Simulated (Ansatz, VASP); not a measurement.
One calculation of HfO2, two programs

File INCAR:

```
SYSTEM = HfO2
PREC = Accurate ; ENCUT = 520
EDIFF = 1E-7 ; ISMEAR = -1
SIGMA = 0.05 ; LREAL = .False.
LASPH = .True. ; NELM = 80
ALGO = Normal ; ISIF = 2
LWAVE = .False. ; LCHARG = .True.
GGA = PS ; LELF = .True.
LVHAR = .True. ; NBANDS = 31
```

The input KPOINTS:

```
regular mesh
0
Gamma
  8 8 5
  0 0 0
```

Contents of POSCAR:

```
HfO2
1.0
    3.5341392861      0.0000000000      0.0000000000
    0.0000000000      3.5341392861      0.0000000000
    0.0000000000      0.0000000000      5.1371496862
Hf O
2 4
Direct
    0.0000000000      0.0000000000      0.0000000000
    0.5000000000      0.5000000000      0.5000000000
    0.0000000000      0.5000000000      0.1972078800
    0.5000000000      0.0000000000      0.3027921200
    0.5000000000      0.0000000000      0.8027921200
    0.0000000000      0.5000000000      0.6972078800
```

input.yaml

```yaml
crystal:
  lattice:
    - [3.5341392861, 0.0, 0.0]
    - [0.0, 3.5341392861, 0.0]
    - [0.0, 0.0, 5.1371496862]
  atoms:
    - { symbol: Hf, position: [0.0, 0.0, 0.0] }
    - { symbol: Hf, position: [0.5, 0.5, 0.5] }
    - { symbol: O, position: [0.0, 0.5, 0.19720788] }
    - { symbol: O, position: [0.5, 0.0, 0.30279212] }
    - { symbol: O, position: [0.5, 0.0, 0.80279212] }
    - { symbol: O, position: [0.0, 0.5, 0.69720788] }
kpoints:
  mp_grid: { grid: [8, 8, 5] }
scf:
  occupations: { method: fermi_dirac, width: 0.05 }
hamiltonian:
  xc: pbesol
  pseudopotentials: { kind: all_electron, lapw: { basis_error: 0.001 } }
output:
  forces: true
  stress: true
  eigenvalues: true
```

Change from the starting cell: volume scaled by 0.98.

Alike in both runs: task single point; functional PBEsol; k mesh 8 × 8 × 5; occupations fermi-dirac, width 0.05 eV; no spin polarisation.

|  | VASP | Ansatz |
| --- | --- | --- |
| version | VASP 6.6.1 | Ansatz 0.2.0 |
| potentials or method | VASP PAW PBE potentials, release 64 (Hf_pv, O), cutoff 520 eV | all-electron LAPW, scalar-relativistic |

```tsv
	VASP	Ansatz	Ansatz less VASP
gap on the k mesh at the Fermi level (eV)	4.71	4.72	+0.011
least direct gap on the mesh (eV)	4.80	4.79	-0.008
pressure (GPa)	4.1	7.5	+3.41
traceless stress, the component that is largest in VASP (GPa)	-0.94	-0.94	-0.005
rms of the force components (eV/Å)	0.086	0.097	+0.0109
```

VASP's potentials were made for PBE, not for PBEsol. Atom by atom the forces differ by 0.011 eV/Å (rms over components). Ansatz ran all-electron here, and VASP with PAW potentials.

Spin-orbit coupling is off throughout.
